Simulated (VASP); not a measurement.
Input of a VASP 6.6.1 run:

The input INCAR:

```
PREC = Accurate
ENCUT = 520
EDIFF = 1E-7
ISMEAR = 0
SIGMA = 0.15
LREAL = False
LASPH = True
NELM = 60
ALGO = Fast
ISIF = 2
LWAVE = False
LCHARG = False
GGA = PS
NBANDS = 13
```

KPOINTS

```
regular mesh
0
Gamma
  22 22 22
```

POSCAR

```
W
1.0
    0.0000000000      1.8086154429      2.5573822363
    1.8086154429      0.0000000000      2.5573822363
    1.8086154429      1.8086154429      0.0000000000
W
1
Direct
    0.0000000000      0.0000000000      0.0000000000
```

Potentials or basis: VASP PAW PBE potentials, release 64 (W_sv).

The run is started by

```bash
$ cat potpaw_PBE.64/W_sv/POTCAR > POTCAR
$ mpirun -np 1 vasp_std > vasp.out
```

**Question.** Estimate the band gap on the k mesh.

**Answer.** Zero (band 7 reaches 12.49 eV, above the bottom of band 8 at 9.74 eV).

**Question.** Predict the pressure.

**Answer.** -3.1 GPa.

Stress tensor (GPa, compression positive):
```
 13.74   0.00   0.00
  0.00  13.74   0.00
  0.00   0.00 -36.77
```

Caveat: the PAW data sets were made with another functional, which shifts forces and pressure a little; spin-orbit coupling is left out, which moves the levels of the heavy elements.
